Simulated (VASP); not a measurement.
# CuI (Marshite) (F-43m) in VASP: a series of runs

Runs on CuI (Marshite). Level: PBE. Tasks: single point.

Everything below comes from runs of VASP 6.6.1. Logs are shortened: lines on timing, memory, paths and dates and some standing lists are left out, and cuts for length are marked.

## Step 1: The cell of the first run

Symmetry: F-43m, No. 216, cubic system. The conventional cell has a = 5.955 Å, b = 5.955 Å, c = 5.955 Å, α = 90.00°, β = 90.00°, γ = 90.00°. Cu (site symmetry -43m) has 4 I at 2.58 Å within 3.4 Å. Within 3.4 Å of I (site symmetry -43m) lie 4 Cu at 2.58 Å.

## Step 2: Single point, PBE (volume changed by -6%)

INCAR reads:

```
SYSTEM = CuI
PREC = Accurate
ENCUT = 520
EDIFF = 1E-6
ISMEAR = 0
SIGMA = 0.01
LREAL = .FALSE.
LASPH = .TRUE.
NELM = 80
ALGO = Normal
ISIF = 2
LWAVE = .FALSE.
LCHARG = .FALSE.
GGA = PE
NBANDS = 16
```

KPOINTS reads:

```
Automatic mesh
0
G
  6 6 6
  0 0 0
```

POSCAR reads:

```
CuI
1.0
    0.0000000000      2.9774024722      2.9774024722
    2.9774024722      0.0000000000      2.9774024722
    2.9774024722      2.9774024722      0.0000000000
Cu I
1 1
Direct
    0.2500000000      0.2500000000      0.2500000000
    0.0000000000      0.0000000000      0.0000000000
```

Potentials or basis: VASP PAW PBE potentials, release 64 (Cu, I).

On the command line:

```console
$ cat potpaw_PBE.64/Cu/POTCAR potpaw_PBE.64/I/POTCAR > POTCAR
$ mpirun -np 1 vasp_std > vasp.out
```

OUTCAR:

```text
SYSTEM = CuI
   PREC = Accurate
   ENCUT = 520
   EDIFF = 1E-6
   ISMEAR = 0
   LREAL = .FALSE.
   LASPH = .TRUE.
   NELM = 80
   ISIF = 2
   GGA = PE

 ion  position               nearest neighbor table
   1  0.250  0.250  0.250-   2 2.58   2 2.58   2 2.58   2 2.58
   2  0.000  0.000  0.000-   1 2.58   1 2.58   1 2.58   1 2.58

  LATTYP: Found a face centered cubic cell.
 ALAT       =     5.9548049444

  Lattice vectors:

 A1 = (   0.0000000000,   2.9774024722,   2.9774024722)
 A2 = (   2.9774024722,   0.0000000000,   2.9774024722)
 A3 = (   2.9774024722,   2.9774024722,   0.0000000000)

Analysis of symmetry for initial positions (statically):
=====================================================================
 Subroutine PRICEL returns:
 Original cell was already a primitive cell.

 Routine SETGRP: Setting up the symmetry group for a
 face centered cubic supercell.

 Subroutine GETGRP returns: Found 24 space group operations
 (whereof 24 operations were pure point group operations)
 out of a pool of 48 trial point group operations.

The static configuration has the point symmetry T_d .

Analysis of symmetry for dynamics (positions and initial velocities):
=====================================================================
 Subroutine PRICEL returns:
 Original cell was already a primitive cell.

 Routine SETGRP: Setting up the symmetry group for a
 face centered cubic supercell.

 Subroutine GETGRP returns: Found 24 space group operations
 (whereof 24 operations were pure point group operations)
 out of a pool of 48 trial point group operations.

The dynamic configuration has the point symmetry T_d .

 Subroutine INISYM returns: Found 24 space group operations
 (whereof 24 operations are pure point group operations),
 and found     1 'primitive' translations

----------------------------------------------------------------------------------------

                                     Primitive cell

  volume of cell :      52.7889

  direct lattice vectors                    reciprocal lattice vectors
     0.000000000  2.977402472  2.977402472    -0.167931613  0.167931613  0.167931613
     2.977402472  0.000000000  2.977402472     0.167931613 -0.167931613  0.167931613
     2.977402472  2.977402472  0.000000000     0.167931613  0.167931613 -0.167931613

  length of vectors
     4.210682957  4.210682957  4.210682957     0.290866086  0.290866086  0.290866086

[... 70 lines left out ...]
   NELM   =     80;   NELMIN=  2; NELMDL= -5     # of ELM steps
   EDIFF  = 0.1E-05   stopping-criterion for ELM
   LREAL  =      F    real-space projection
   EDIFFG = 0.1E-04   stopping-criterion for IOM
   NSW    =      0    number of steps for IOM
   IBRION =     -1    ionic relax: 0-MD 1-quasi-New 2-CG
   NFREE  =      0    steps in history (QN), initial steepest desc. (CG)
   ISIF   =      2    stress and relaxation
   ISYM   =      2    0-nonsym 1-usesym 2-fastsym
   POTIM  = 0.5000    time-step for ionic-motion
   TEBEG  =    0.0;   TEEND  =   0.0 temperature during run
   PSTRESS=    0.0 pullay stress
   NELECT =      18.0000    total number of electrons
   NUPDOWN=      -1.0000    fix difference up-down
   EMIN   =  10.00;   EMAX   =-10.00  energy-range for DOS
   EFERMI =   0.00;   METHOD = LEGACY
   ISMEAR =     0;   SIGMA  =   0.01  broadening in eV -4-tet -1-fermi 0-gaus
   EFERMI_NEDOS =   21; number of points for ismear=-14 and -15
   IALGO  =     38    algorithm
   IMIX   =      4    mixing-type and parameters
     AMIX     =   0.40;   BMIX     =  1.00
     AMIX_MAG =   1.60;   BMIX_MAG =  1.00
  volume/ion in A,a.u.               =      26.39       178.12
  Fermi-wavevector in a.u.,A,eV,Ry     =   1.143716  2.161309 17.797588  1.308086
  Thomas-Fermi vector in A             =   2.280410
   LORBIT       =      0    0 simple, 1 ext, 2 COOP (PROOUT), +10 PAW based schemes
   GGA     = PE    functional components
   LHFCALC =     F    Hartree Fock is set to
   AEXX    =    0.0000 exact exchange contribution
   IVDW    =     0    specifies the selected vdW correction
   LEPSILON=     F    determine dielectric tensor
   LRPA    =     F    only Hartree local field effects (RPA)
 non-spin polarized calculation
 Gauss-broadening in eV      SIGMA  =   0.01
  energy-cutoff  :      520.00
  volume of cell :       52.79
 maximum number of plane-waves:      1435
   NGX = 15   NGY = 15   NGZ = 15

 number of electron      17.9999998 magnetization

 Free energy of the ion-electron system (eV)
  ---------------------------------------------------
  ext. energy  EPLUGINS =         0.00000000
  ---------------------------------------------------
  free energy    TOTEN  =        -5.53047982 eV

  energy without entropy =       -5.53047982  energy(sigma->0) =       -5.53047982

 E-fermi :   5.0830     XC(G=0):  -9.1888

 val. band max:        5.0324181585   @ k =   0.0000   0.0000   0.0000
 cond. band min:       6.3252559571   @ k =   0.0000   0.0000   0.0000
 fundamental gap:      1.2928377986
 Fermi energy:         5.0830141715

 k-point     1 :       0.0000    0.0000    0.0000
  band No.  band energies     occupation
      1      -9.2717      2.00000
      2       1.1413      2.00000
      3       1.1413      2.00000
      4       1.1413      2.00000
      5       2.9480      2.00000
      6       2.9480      2.00000
[... 281 lines left out ...]
      3       0.4894      2.00000
      4       0.9879      2.00000
      5       2.8896      2.00000
      6       2.8994      2.00000
[... 8 lines left out ...]
     15      16.7737      0.00000
     16      17.3193      0.00000

------------------------ aborting loop because EDIFF is reached ----------------------------------------

  FORCE on cell =-STRESS in cart. coord.  units (eV):
  Direction    XX          YY          ZZ          XY          YZ          ZX
  --------------------------------------------------------------------------------------
  -------------------------------------------------------------------------------------
  Total        0.9398481      0.9398481      0.9398481      0.0000000     -0.0000000     -0.0000000
  in kB       28.5249974     28.5249974     28.5249974      0.0000000     -0.0000000     -0.0000000
  external PRESSURE =      28.5249974 kB  Pullay stress =       0.0000000 kB

 VOLUME and BASIS-vectors are now :
 -----------------------------------------------------------------------------
  energy-cutoff  :      520.00
  volume of cell :       52.79
      direct lattice vectors                 reciprocal lattice vectors
     0.000000000  2.977402472  2.977402472    -0.167931613  0.167931613  0.167931613
     2.977402472  0.000000000  2.977402472     0.167931613 -0.167931613  0.167931613
     2.977402472  2.977402472  0.000000000     0.167931613  0.167931613 -0.167931613

 POSITION                                       TOTAL-FORCE (eV/Angst)
 -----------------------------------------------------------------------------------
      1.48870      1.48870      1.48870         0.000000      0.000000     -0.000000
      0.00000      0.00000      0.00000        -0.000000     -0.000000      0.000000
 -----------------------------------------------------------------------------------
    total drift:                                0.000001      0.000001      0.000001

  FREE ENERGIE OF THE ION-ELECTRON SYSTEM (eV)
  ---------------------------------------------------
  free  energy   TOTEN  =        -5.5304798154 eV

  energy  without entropy=       -5.5304798154  energy(sigma->0) =       -5.53047982
```

OSZICAR:

```text
N       E                     dE             d eps       ncg     rms          rms(c)
DAV:   1     0.950203396276E+02    0.95020E+02   -0.75395E+03   512   0.120E+03
DAV:   2     0.347002028190E+00   -0.94673E+02   -0.85326E+02   552   0.233E+02
DAV:   3    -0.560710659427E+01   -0.59541E+01   -0.58664E+01   696   0.615E+01
DAV:   4    -0.577233289182E+01   -0.16523E+00   -0.16516E+00   608   0.951E+00
DAV:   5    -0.578121281639E+01   -0.88799E-02   -0.88798E-02   792   0.247E+00    0.568E+00
DAV:   6    -0.569756791410E+01    0.83645E-01   -0.29764E+00   528   0.477E+01    0.365E+00
DAV:   7    -0.553193356316E+01    0.16563E+00   -0.72261E-01   544   0.287E+01    0.182E+00
DAV:   8    -0.553291884753E+01   -0.98528E-03   -0.38616E-02   816   0.274E+00    0.479E-01
DAV:   9    -0.553029258270E+01    0.26263E-02   -0.95211E-03   640   0.294E+00    0.148E-01
DAV:  10    -0.553047368675E+01   -0.18110E-03   -0.61834E-04   600   0.167E-01    0.467E-02
DAV:  11    -0.553048042168E+01   -0.67349E-05   -0.19068E-04   616   0.404E-01    0.324E-02
DAV:  12    -0.553048132719E+01   -0.90551E-06   -0.17662E-05   760   0.407E-02    0.253E-02
DAV:  13    -0.553047915118E+01    0.21760E-05   -0.44938E-06   680   0.678E-02    0.697E-03
DAV:  14    -0.553047981540E+01   -0.66423E-06   -0.37901E-06   760   0.433E-02
   1 F= -.55304798E+01 E0= -.55304798E+01  d E =-.597260E-15
```

Wall time 22 s (1 thread of AMD EPYC 7R13, shared host); peak memory 0.15 GiB.

Results:

| Quantity | Value |
| --- | --- |
| Free energy | -5.5305 eV |
| Pressure | 2.9 GPa |
| Band gap on the k mesh | 1.29 eV, direct |

Levels at points of the mesh, in eV from the valence-band top:
```csv
k point,band 5,band 6,band 7,band 8,band 9,band 10,band 11,band 12,band 13,band 14
"(0.00, 0.00, 0.00)",-2.08,-2.08,0.00,0.00,0.00,1.29,4.81,4.81,4.81,8.25
"(0.50, 0.00, 0.00)",-2.05,-2.05,-2.01,-0.80,-0.80,2.20,5.37,5.37,7.48,9.35
"(0.50, 0.50, 0.00)",-2.12,-2.02,-1.99,-1.69,-1.69,2.60,2.87,9.57,10.04,10.04
```

Caveat: the cell differs from its parent crystal (volume changed by -6%); spin-orbit coupling is left out, which moves the levels of the heavy elements.

## Step 3: Single point, PBE

This run uses another cell than the first one, of 28.08 Å³/atom, 1.064 times its volume.

INCAR reads:

```
ALGO = Normal
EDIFF = 1E-6
ENCUT = 520
GGA = PE
ISIF = 2
ISMEAR = 0
LASPH = T
LCHARG = F
LREAL = F
LWAVE = F
NBANDS = 16
NELM = 100
PREC = Accurate
SIGMA = 0.01
```

KPOINTS reads:

```
k-points
0
Gamma
  6 6 6
```

POSCAR reads:

```
CuI
1.0
    0.0000000000      3.0394494631      3.0394494631
    3.0394494631      0.0000000000      3.0394494631
    3.0394494631      3.0394494631      0.0000000000
Cu I
1 1
Direct
    0.2500000000      0.2500000000      0.2500000000
    0.0000000000      0.0000000000      0.0000000000
```

Potentials or basis: VASP PAW PBE potentials, release 64 (Cu, I).

On the command line:

```console
$ cat potpaw_PBE.64/Cu/POTCAR potpaw_PBE.64/I/POTCAR > POTCAR
$ mpirun -np 1 vasp_std > vasp.out
```

It took 28 s on 1 thread of AMD EPYC 7R13, shared host; peak memory 0.15 GiB.

It converged, with:

```
Free energy            : -5.5604 eV
Pressure               : 0.0 GPa
Band gap on the k mesh : 1.12 eV, direct
```

Levels at points of the mesh, in eV from the valence-band top:
| k point | band 7 | band 8 | band 9 | band 10 | band 11 | band 12 |
| --- | --- | --- | --- | --- | --- | --- |
| (0.00, 0.00, 0.00) | 0.00 | 0.00 | 0.00 | 1.12 | 4.88 | 4.88 |
| (0.50, 0.00, 0.00) | -1.75 | -0.70 | -0.70 | 2.15 | 5.41 | 5.41 |
| (0.50, 0.50, 0.00) | -1.73 | -1.47 | -1.47 | 2.73 | 2.91 | 9.14 |

Caveat: spin-orbit coupling is left out, which moves the levels of the heavy elements.

## Step 4: Single point, PBE (volume changed by -3%)

INCAR reads:

```
SYSTEM = CuI
ALGO = Normal ; EDIFF = 1E-6
ENCUT = 520 ; GGA = PE
ISIF = 2 ; ISMEAR = 0
LASPH = .TRUE. ; LCHARG = .FALSE.
LREAL = .FALSE. ; LWAVE = .FALSE.
NBANDS = 16 ; NELM = 100
PREC = Accurate ; SIGMA = 0.01
```

KPOINTS reads:

```
k-points
0
G
  6 6 6
  0 0 0
```

POSCAR reads:

```
CuI
1.0
    0.0000000000      3.0087458542      3.0087458542
    3.0087458542      0.0000000000      3.0087458542
    3.0087458542      3.0087458542      0.0000000000
Cu I
1 1
Direct
    0.2500000000      0.2500000000      0.2500000000
    0.0000000000      0.0000000000      0.0000000000
```

On the command line:

```console
$ cat potpaw_PBE.64/Cu/POTCAR potpaw_PBE.64/I/POTCAR > POTCAR
$ mpirun -np 1 vasp_std > vasp.out
```

Run time: 31 s. Hardware: 1 thread of AMD EPYC 7R13, shared host; peak memory 0.15 GiB.

The run converged. Its results:

| Property | Result |
| --- | --- |
| Free energy | -5.5529 eV |
| Pressure | 1.3 GPa |
| Band gap on the k mesh | 1.20 eV, direct |

Levels at points of the mesh, in eV from the valence-band top:
```
           k point  band 6  band 7  band 8  band 9  band 10  band 11  band 12  band 13
(0.00, 0.00, 0.00)   -1.95    0.00    0.00    0.00     1.20     4.85     4.85     4.85
(0.50, 0.00, 0.00)   -1.92   -1.87   -0.74   -0.74     2.18     5.39     5.39     7.44
(0.50, 0.50, 0.00)   -1.88   -1.86   -1.58   -1.58     2.67     2.89     9.35     9.87
```

Caveat: the cell differs from its parent crystal (volume changed by -3%); spin-orbit coupling is left out, which moves the levels of the heavy elements.

## Step 5: The runs side by side

| cell | gap on the mesh (eV) | pressure (GPa) |
| --- | --- | --- |
| a = 4.211 Å, angles 60.0°, 2 atoms | 1.29 | 2.9 |
| a = 4.298 Å, angles 60.0°, 2 atoms | 1.12 | 0.0 |
| a = 4.255 Å, angles 60.0°, 2 atoms | 1.20 | 1.3 |

Alike in all rows: task single point; level PBE; potentials or basis VASP PAW PBE potentials, release 64 (Cu, I); no spin polarisation; k mesh 6 × 6 × 6; cutoff (eV) 520; smearing gaussian 0.01 eV.

Caveats: spin-orbit coupling is left out, which moves the levels of the heavy elements.

Total energies depend on the potentials used, so only differences within one code and one set of settings carry meaning.
